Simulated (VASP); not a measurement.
# Li in VASP: further runs

Runs on Li. Level: PBEsol. Tasks: single point.

All numbers are computed with VASP 6.6.1; they aren't measurements. Logs are shortened: lines on timing, memory, paths and dates and some standing lists are left out, and cuts for length are marked.

### 1 The cell of the first run

Symmetry: I4/mmm, No. 139, tetragonal system. The conventional cell has a = 3.397 Å, b = 3.397 Å, c = 3.452 Å, α = 90.00°, β = 90.00°, γ = 90.00°. Li (site symmetry 4/mmm) has 14 Li at 2.96 to 3.45 Å within 3.9 Å.

### 2 Single point, PBEsol (biaxial strain in the a-b plane: -1.0 %)

INCAR reads:

```
PREC     = Accurate       # precision mode
ENCUT    = 750            # plane-wave cutoff, eV
EDIFF    = 1E-6           # SCF threshold, eV
ISMEAR   = 0              # smearing method
SIGMA    = 0.1            # smearing width, eV
LREAL    = F              # projectors in reciprocal space
LASPH    = T              # aspherical terms in the spheres
NELM     = 120            # most SCF steps
ALGO     = Normal         # electronic algorithm
ISIF     = 2              # what is computed and relaxed
LWAVE    = F              # write WAVECAR
LCHARG   = F              # write CHGCAR
GGA      = PS             # functional
NBANDS   = 10             # bands
GGA_COMPAT= F
```

KPOINTS reads:

```
Automatic mesh
0
Gamma
  16 16 16
```

POSCAR reads:

```
Li
1.0
    3.3971330728      0.0000000000      0.0000000000
    0.0000000000      3.3971330728      0.0000000000
    0.0000000000      0.0000000000      3.4520362335
Li
2
Direct
    0.0000000000      0.0000000000      0.0000000000
    0.5000000000      0.5000000000      0.5000000000
```

Potentials or basis: VASP PAW PBE potentials, release 64 (Li_sv).

Launch:

```
cat potpaw_PBE.64/Li_sv/POTCAR > POTCAR
mpirun -np 1 vasp_std > vasp.out
```

OUTCAR:

```text
PREC = Accurate
   ENCUT = 750
   EDIFF = 1E-6
   ISMEAR = 0
   LREAL = F
   LASPH = T
   NELM = 120
   ISIF = 2
   GGA = PS

 ion  position               nearest neighbor table
   1  0.000  0.000  0.000-
   2  0.500  0.500  0.500-

  LATTYP: Found a simple tetragonal cell.
 ALAT       =     3.3971330728
 C/A-ratio  =     1.0161616161

  Lattice vectors:

 A1 = (   3.3971330728,   0.0000000000,   0.0000000000)
 A2 = (   0.0000000000,   3.3971330728,   0.0000000000)
 A3 = (   0.0000000000,   0.0000000000,   3.4520362335)

Analysis of symmetry for initial positions (statically):
=====================================================================
 Subroutine PRICEL returns following result:

  LATTYP: Found a body centered tetragonal cell.
 ALAT       =     3.3971330728
 C/A-ratio  =     1.0161616161

  Lattice vectors:

 A1 = (  -1.6985665364,  -1.6985665364,  -1.7260181167)
 A2 = (   1.6985665364,   1.6985665364,  -1.7260181167)
 A3 = (   1.6985665364,  -1.6985665364,   1.7260181167)

   2 primitive cells build up your supercell.

 Routine SETGRP: Setting up the symmetry group for a
 simple tetragonal supercell.

 Subroutine GETGRP returns: Found 16 space group operations
 (whereof 16 operations were pure point group operations)
 out of a pool of 16 trial point group operations.

The static configuration has the point symmetry D_4h.

Analysis of symmetry for dynamics (positions and initial velocities):
=====================================================================
 Subroutine PRICEL returns following result:

  LATTYP: Found a body centered tetragonal cell.
 ALAT       =     3.3971330728
 C/A-ratio  =     1.0161616161

  Lattice vectors:

 A1 = (  -1.6985665364,  -1.6985665364,  -1.7260181167)
 A2 = (   1.6985665364,   1.6985665364,  -1.7260181167)
 A3 = (   1.6985665364,  -1.6985665364,   1.7260181167)

   2 primitive cells build up your supercell.

 Routine SETGRP: Setting up the symmetry group for a
 simple tetragonal supercell.

 Subroutine GETGRP returns: Found 16 space group operations
 (whereof 16 operations were pure point group operations)
 out of a pool of 16 trial point group operations.

The dynamic configuration has the point symmetry D_4h.

 Subroutine INISYM returns: Found 16 space group operations
 (whereof 16 operations are pure point group operations),
 and found     2 'primitive' translations

----------------------------------------------------------------------------------------

                                     Primitive cell

  volume of cell :      19.9191

  direct lattice vectors                    reciprocal lattice vectors
    -1.698566536 -1.698566536 -1.726018117     0.000000000 -0.294365860 -0.289684097
     1.698566536  1.698566536 -1.726018117     0.294365860  0.000000000 -0.289684097
     1.698566536 -1.698566536  1.726018117     0.294365860 -0.294365860  0.000000000

  length of vectors
     2.957937642  2.957937642  2.957937642     0.412998954  0.412998954  0.416296192

  position of ions in fractional coordinates (direct lattice)
     0.000000000  0.000000000  0.000000000

  ion indices of the primitive-cell ions
   primitive index   ion index
                 1           1

----------------------------------------------------------------------------------------

 KPOINTS: Automatic mesh

Automatic generation of k-mesh.
 Grid dimensions read from file:
 generate k-points for:   16   16   16

 Generating k-lattice:

  Cartesian coordinates                     Fractional coordinates (reciprocal lattice)
     0.018397866  0.000000000  0.000000000     0.062500000  0.000000000  0.000000000
     0.000000000  0.018397866  0.000000000     0.000000000  0.062500000  0.000000000
     0.000000000  0.000000000  0.018105256     0.000000000  0.000000000  0.062500000

  Length of vectors
     0.018397866  0.018397866  0.018105256

  Shift w.r.t. Gamma in fractional coordinates (k-lattice)
     0.000000000  0.000000000  0.000000000

 Subroutine IBZKPT returns following result:
 ===========================================

 Found    405 irreducible k-points:

 Following reciprocal coordinates:
            Coordinates               Weight
  0.000000  0.000000  0.000000      1.000000
  0.062500  0.000000  0.000000      4.000000
  0.125000  0.000000  0.000000      4.000000
  0.187500  0.000000  0.000000      4.000000
  0.250000  0.000000  0.000000      4.000000
  0.312500  0.000000  0.000000      4.000000
[... 16 lines left out ...]
  0.437500  0.125000  0.000000      8.000000
  0.500000  0.125000  0.000000      4.000000
 [... further k-points ...]
   k-points           NKPTS =    405   k-points in BZ     NKDIM =    405   number of bands    NBANDS=     10
   number of dos      NEDOS =    301   number of ions     NIONS =      2
   total plane-waves  NPLWV =  28800
   dimension x,y,z NGX =    30 NGY =   30 NGZ =   32
   dimension x,y,z NGXF=    60 NGYF=   60 NGZF=   64
   ions per type =               2
[... 34 lines left out ...]
   IVDW    =     0    specifies the selected vdW correction
   LEPSILON=     F    determine dielectric tensor
   LRPA    =     F    only Hartree local field effects (RPA)
 non-spin polarized calculation
 Gauss-broadening in eV      SIGMA  =   0.10
  energy-cutoff  :      750.00
  volume of cell :       39.84
 maximum number of plane-waves:      1875
   NGX = 15   NGY = 15   NGZ = 15

 number of electron       6.0000004 magnetization

 Free energy of the ion-electron system (eV)
  ---------------------------------------------------
  ext. energy  EPLUGINS =         0.00000000
  ---------------------------------------------------
  free energy    TOTEN  =        -3.93643517 eV

  energy without entropy =       -3.93172456  energy(sigma->0) =       -3.93407987

 E-fermi :   0.6877     XC(G=0):  -7.0606

 val. band max:        0.6842227848   @ k =   0.5000   0.1875   0.3125
 cond. band min:       0.6910249672   @ k =   0.3750   0.3125   0.3750
 fundamental gap:      0.0068021824
 Fermi energy:         0.6877103294

 k-point     1 :       0.0000    0.0000    0.0000
  band No.  band energies     occupation
      1     -45.1980      2.00000
      2     -45.1612      2.00000
      3      -2.9148      2.00000
      4       6.0257      0.00000
      5       6.3832      0.00000
      6       6.3832      0.00000
      7       8.4008      0.00000
      8       8.6334      0.00000
      9      14.5734      0.00000
     10      15.4358      0.00000

 k-point     2 :       0.0625    0.0000    0.0000
  band No.  band energies     occupation
      1     -45.1976      2.00000
      2     -45.1614      2.00000
      3      -2.8773      2.00000
      4       5.7957      0.00000
      5       6.0747      0.00000
      6       6.4321      0.00000
      7       8.4973      0.00000
      8       9.2427      0.00000
      9      14.5867      0.00000
     10      15.2107      0.00000

 k-point     3 :       0.1250    0.0000    0.0000
  band No.  band energies     occupation
      1     -45.1963      2.00000
      2     -45.1623      2.00000
      3      -2.7643      2.00000
      4       4.7648      0.00000
      5       6.2217      0.00000
      6       6.5786      0.00000
      7       8.6571      0.00000
      8      10.4468      0.00000
      9      14.5884      0.00000
     10      14.6541      0.00000

 k-point     4 :       0.1875    0.0000    0.0000
  band No.  band energies     occupation
      1     -45.1943      2.00000
      2     -45.1637      2.00000
      3      -2.5751      2.00000
      4       3.7140      0.00000
      5       6.4663      0.00000
      6       6.8224      0.00000
      7       8.9126      0.00000
      8      11.6960      0.00000
      9      13.7144      0.00000
     10      13.9599      0.00000
[... 222 lines left out ...]
 k-point    22 :       0.3750    0.1250    0.0000
  band No.  band energies     occupation
      1     -45.1842      2.00000
      2     -45.1712      2.00000
      3      -1.3965      2.00000
      4       1.0855      0.00000
      5       6.7418      0.00000
      6       7.9683      0.00000
      7       9.7219      0.00000
      8      10.9528      0.00000
      9      11.5240      0.00000
     10      13.5412      0.00000

 k-point    23 :       0.4375    0.1250    0.0000
  band No.  band energies     occupation
      1     -45.1808      2.00000
      2     -45.1742      2.00000
      3      -0.8964      2.00000
      4       0.3447      2.00000
      5       7.3544      0.00000
      6       8.5905      0.00000
      7       8.8504      0.00000
      8      10.0920      0.00000
      9      12.0699      0.00000
     10      13.1218      0.00000

 k-point    24 :       0.5000    0.1250    0.0000
  band No.  band energies     occupation
      1     -45.1774      2.00000
      2     -45.1774      2.00000
      3      -0.3161      2.00000
      4      -0.3161      2.00000
      5       8.0590      0.00000
      6       8.0590      0.00000
      7       9.3006      0.00000
      8       9.3006      0.00000
      9      12.6237      0.00000
     10      12.6237      0.00000

 [... further k-points ...]

------------------------ aborting loop because EDIFF is reached ----------------------------------------

  FORCE on cell =-STRESS in cart. coord.  units (eV):
  Direction    XX          YY          ZZ          XY          YZ          ZX
  --------------------------------------------------------------------------------------
  -------------------------------------------------------------------------------------
  Total        0.0339411      0.0339411      0.0125826      0.0000000      0.0000000     -0.0000000
  in kB        1.3650104      1.3650104      0.5060362      0.0000000      0.0000000     -0.0000000
  external PRESSURE =       1.0786857 kB  Pullay stress =       0.0000000 kB

 VOLUME and BASIS-vectors are now :
 -----------------------------------------------------------------------------
  energy-cutoff  :      750.00
  volume of cell :       39.84
      direct lattice vectors                 reciprocal lattice vectors
     3.397133073  0.000000000  0.000000000     0.294365860  0.000000000  0.000000000
     0.000000000  3.397133073  0.000000000     0.000000000  0.294365860  0.000000000
     0.000000000  0.000000000  3.452036233     0.000000000  0.000000000  0.289684097

 POSITION                                       TOTAL-FORCE (eV/Angst)
 -----------------------------------------------------------------------------------
      0.00000      0.00000      0.00000        -0.000000     -0.000000      0.000000
      1.69857      1.69857      1.72602         0.000000      0.000000     -0.000000
 -----------------------------------------------------------------------------------
    total drift:                                0.000000      0.000000      0.000000

  FREE ENERGIE OF THE ION-ELECTRON SYSTEM (eV)
  ---------------------------------------------------
  free  energy   TOTEN  =        -3.9364351714 eV

  energy  without entropy=       -3.9317245590  energy(sigma->0) =       -3.93407987
```

It took 2.2 min on 1 thread of Intel Xeon Platinum 8259CL at 2.50GHz (Skylake/Cascade Lake), shared host; peak memory 0.32 GiB.

What came out:

- Free energy: -3.9364 eV
- Pressure: 0.1 GPa
- Band gap on the k mesh: zero (bands 3 and 4 overlap by 4.61 eV)

Levels at points of the mesh, in eV from the Fermi level:
```
           k point  band 1  band 2  band 3  band 4  band 5  band 6  band 7  band 8
(0.00, 0.00, 0.00)  -45.89  -45.85   -3.60    5.34    5.70    5.70    7.71    7.95
(0.50, 0.00, 0.00)  -45.87  -45.87   -1.14   -1.14    8.44    8.44    8.78    8.78
(0.50, 0.50, 0.00)  -45.86  -45.86    0.28    0.28    3.36    3.36   10.34   10.34
(0.00, 0.00, 0.50)  -45.87  -45.87   -1.22   -1.22    8.69    8.69    8.69    8.69
(0.50, 0.00, 0.50)  -45.86  -45.86    0.20    0.20    3.27    3.27   10.56   10.56
(0.50, 0.50, 0.50)  -45.86  -45.86    3.39    3.39    3.39    3.39    3.44    3.44
```

Caveat: the cell differs from its parent crystal (biaxial strain in the a-b plane: -1.0 %); the PAW data sets were made with another functional, which shifts forces and pressure a little.

### 3 Single point, PBEsol (biaxial strain in the a-b plane: -1.0 %, then relaxed in part)

INCAR reads:

```
ALGO = Normal
EDIFF = 1E-6
ENCUT = 750
GGA = PS
GGA_COMPAT = F
ISIF = 2
ISMEAR = 0
LASPH = T
LCHARG = F
LREAL = F
LWAVE = F
NBANDS = 10
NELM = 120
PREC = Accurate
SIGMA = 0.1
```

KPOINTS reads:

```
k-points
0
Gamma
  16 16 16
```

POSCAR: that of step 2 with these lines changed.

```diff
@@ -4,3 +4,3 @@
     0.0000000000      3.3971330728      0.0000000000
-    0.0000000000      0.0000000000      3.4520362335
+    0.0000000000      0.0000000000      3.4847543301
 Li
```

Potentials or basis: VASP PAW PBE potentials, release 64 (Li_sv).

Launch:

```
cat potpaw_PBE.64/Li_sv/POTCAR > POTCAR
mpirun -np 1 vasp_std > vasp.out
```

It took 2.1 min on 1 thread of Intel Xeon Platinum 8259CL at 2.50GHz (Skylake/Cascade Lake), shared host; peak memory 0.32 GiB.

The run converged. Its results:

| Quantity | Value |
| --- | --- |
| Free energy | -3.9366 eV |
| Pressure | 0.0 GPa |
| Band gap on the k mesh | zero (bands 3 and 4 overlap by 4.61 eV) |

Stress tensor (GPa, compression positive):
```
 0.02  0.00  0.00
 0.00  0.02  0.00
 0.00  0.00 -0.11
```

Levels at points of the mesh, in eV from the Fermi level:
```
           k point  band 1  band 2  band 3  band 4  band 5  band 6  band 7
(0.00, 0.00, 0.00)  -45.90  -45.87   -3.59    5.17    5.73    5.73    7.60
(0.50, 0.00, 0.00)  -45.88  -45.88   -1.13   -1.13    8.27    8.27    8.81
(0.50, 0.50, 0.00)  -45.88  -45.88    0.31    0.31    3.37    3.37   10.19
(0.00, 0.00, 0.50)  -45.88  -45.88   -1.25   -1.25    8.66    8.66    8.66
(0.50, 0.00, 0.50)  -45.88  -45.88    0.19    0.19    3.22    3.22   10.54
(0.50, 0.50, 0.50)  -45.88  -45.88    3.36    3.36    3.36    3.36    3.44
```

Caveat: the cell differs from its parent crystal (biaxial strain in the a-b plane: -1.0 %, then relaxed in part); the PAW data sets were made with another functional, which shifts forces and pressure a little.

### 4 Single point, PBEsol (biaxial strain in the a-b plane: -2.0 %, then relaxed in part)

INCAR reads:

```
PREC     = Accurate       # precision mode
ENCUT    = 750            # plane-wave cutoff, eV
EDIFF    = 1E-6           # SCF threshold, eV
ISMEAR   = 0              # smearing method
SIGMA    = 0.1            # smearing width, eV
LREAL    = F              # projectors in reciprocal space
LASPH    = T              # aspherical terms in the spheres
NELM     = 120            # most SCF steps
ALGO     = Normal         # electronic algorithm
ISIF     = 2              # what is computed and relaxed
LWAVE    = F              # write WAVECAR
LCHARG   = F              # write CHGCAR
GGA      = PS             # functional
NBANDS   = 10             # bands
GGA_COMPAT= F
```

KPOINTS reads:

```
regular mesh
0
Gamma
  16 16 16
```

POSCAR reads:

```
Li
1.0
    3.3628185973      0.0000000000      0.0000000000
    0.0000000000      3.3628185973      0.0000000000
    0.0000000000      0.0000000000      3.5471730034
Li
2
Direct
    0.0000000000      0.0000000000      0.0000000000
    0.5000000000      0.5000000000      0.5000000000
```

Launch:

```
cat potpaw_PBE.64/Li_sv/POTCAR > POTCAR
mpirun -np 1 vasp_std > vasp.out
```

Wall time 2.1 min (1 thread of Intel Xeon Platinum 8259CL at 2.50GHz (Skylake/Cascade Lake), shared host); peak memory 0.32 GiB.

It converged, with:

| Property | Result |
| --- | --- |
| Free energy | -3.9358 eV |
| Pressure | 0.0 GPa |
| Band gap on the k mesh | zero (bands 3 and 4 overlap by 4.68 eV) |

Stress tensor (GPa, compression positive):
```
 0.07  0.00  0.00
 0.00  0.07  0.00
 0.00  0.00 -0.11
```

Levels at points of the mesh, in eV from the Fermi level:
```tsv
k point	band 1	band 2	band 3	band 4	band 5	band 6
(0.00, 0.00, 0.00)	-45.90	-45.86	-3.60	4.78	5.95	5.95
(0.50, 0.00, 0.00)	-45.88	-45.88	-1.08	-1.08	7.96	7.96
(0.50, 0.50, 0.00)	-45.88	-45.88	0.40	0.40	3.49	3.49
(0.00, 0.00, 0.50)	-45.88	-45.88	-1.33	-1.33	8.78	8.78
(0.50, 0.00, 0.50)	-45.88	-45.88	0.15	0.15	3.18	3.18
(0.50, 0.50, 0.50)	-45.88	-45.88	3.34	3.34	3.34	3.34
```

Caveat: the cell differs from its parent crystal (biaxial strain in the a-b plane: -2.0 %, then relaxed in part); the PAW data sets were made with another functional, which shifts forces and pressure a little.

### 5 Single point, PBEsol (shear of c along a, cell held: +6.0 %)

INCAR reads:

```
PREC = Accurate ; ENCUT = 520
EDIFF = 1E-6 ; ISMEAR = 0
SIGMA = 0.1 ; LREAL = False
LASPH = True ; NELM = 60
ALGO = Fast ; ISIF = 2
LWAVE = False ; LCHARG = False
GGA = PS ; NBANDS = 10
```

KPOINTS reads:

```
Automatic mesh
0
Gamma
  16 16 16
```

POSCAR reads:

```
Li
1.0
    3.4314475492      0.0000000000      0.0000000000
    0.0000000000      3.4314475492      0.0000000000
    0.2058868530      0.0000000000      3.4314475492
Li
2
Direct
    0.0000000000      0.0000000000      0.0000000000
    0.5000000000      0.5000000000      0.5000000000
```

Launch:

```
cat potpaw_PBE.64/Li_sv/POTCAR > POTCAR
mpirun -np 1 vasp_std > vasp.out
```

Wall time 11 min (1 thread of Intel Xeon Platinum 8259CL at 2.50GHz (Skylake/Cascade Lake), shared host); peak memory 0.43 GiB.

Results (log left out):

```
Free energy            : -3.9298 eV
Band gap on the k mesh : zero (bands 3 and 4 overlap by 4.28 eV)
```

Levels at points of the mesh, in eV from the Fermi level:
```
           k point  band 1  band 2  band 3  band 4  band 5  band 6  band 7
(0.00, 0.00, 0.00)  -45.92  -45.88   -3.56    5.37    5.53    5.74    7.77
(0.50, 0.00, 0.00)  -45.90  -45.90   -1.14   -1.14    8.41    8.41    8.56
(0.00, 0.50, 0.00)  -45.90  -45.90   -1.15   -1.15    8.41    8.41    8.74
(0.50, 0.50, 0.00)  -45.90  -45.90    0.24    0.24    3.28    3.28   10.16
(0.00, 0.00, 0.50)  -45.90  -45.90   -1.15   -1.15    8.44    8.44    8.55
(0.50, 0.00, 0.50)  -45.90  -45.89   -0.02    0.52    2.91    3.64    9.98
(0.00, 0.50, 0.50)  -45.90  -45.90    0.23    0.23    3.27    3.27   10.18
(0.50, 0.50, 0.50)  -45.90  -45.90    3.13    3.13    3.35    3.35    3.66
```

Caveat: the cell differs from its parent crystal (shear of c along a, cell held: +6.0 %); the cutoff is under 1.25 times the usual one of these potentials, so pressure, stress and relaxed cells hold a basis-set (Pulay) error; the PAW data sets were made with another functional, which shifts forces and pressure a little.

### 6 Summary

```tsv
cell	cutoff (eV)	gap on the mesh (eV)	pressure (GPa)
a = 3.397, b = 3.397, c = 3.452 Å, 2 atoms	750	none	0.1
a = 3.397, b = 3.397, c = 3.485 Å, 2 atoms	750	none	0.0
a = 3.363, b = 3.363, c = 3.547 Å, 2 atoms	750	none	0.0
a = 3.431, b = 3.431, c = 3.438 Å, angles 90.0, 86.6, 90.0°, 2 atoms	520	none	-
```

Alike in all rows: task single point; level PBEsol; potentials or basis VASP PAW PBE potentials, release 64 (Li_sv); no spin polarisation; k mesh 16 × 16 × 16; smearing gaussian 0.1 eV.

Caveats: the PAW data sets were made with another functional, which shifts forces and pressure a little; the cutoff is under 1.25 times the usual one of these potentials, so pressure, stress and relaxed cells hold a basis-set (Pulay) error (at least some runs).

Total energies depend on the potentials used, so only differences within one code and one set of settings carry meaning.
